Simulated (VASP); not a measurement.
The system is InAs.

```
CELL_PARAMETERS angstrom
0.00000 3.02400 3.02400
3.02400 0.00000 3.02400
3.02400 3.02400 0.00000
ATOMIC_POSITIONS crystal
In 0.00000 0.00000 0.00000
As 0.25000 0.25000 0.25000
```

* Program: VASP 6.6.1
* Task: relaxation of cell and atoms
* Functional: PBE
* Potentials or basis: VASP PAW PBE potentials, release 64 (In_d, As)
* Cutoff: 600 eV
* k mesh: 16 × 16 × 16
* Occupations: gaussian, width 0.1 eV
* Spin: no spin polarisation

At the start: pressure 4.0 GPa; volume 27.65 Å³/atom.

**Question.** How do energy, volume and symmetry change on relaxing?

**Answer.** Over 3 steps the energy falls by 22.8 meV/atom and the volume is 29.62 Å³/atom (+7.1 %); space group F-43m (No. 216, to 0.05 Å).

The path:
```
step  energy change (eV)  largest force (eV/Å)  pressure (GPa)  volume (Å³)
   1              0.0000                0.0000            3.96        55.31
   2             -0.0385                0.0000           -1.29        60.96
   3             -0.0456                0.0000            0.01        59.24
```

Final structure:
```yaml
crystal:
  lattice:
    - [0.00000, 3.09412, 3.09412]
    - [3.09412, 0.00000, 3.09412]
    - [3.09412, 3.09412, 0.00000]
  atoms:
    - { symbol: In, position: [0.00000, 0.00000, 0.00000] }
    - { symbol: As, position: [0.25000, 0.25000, 0.25000] }
```
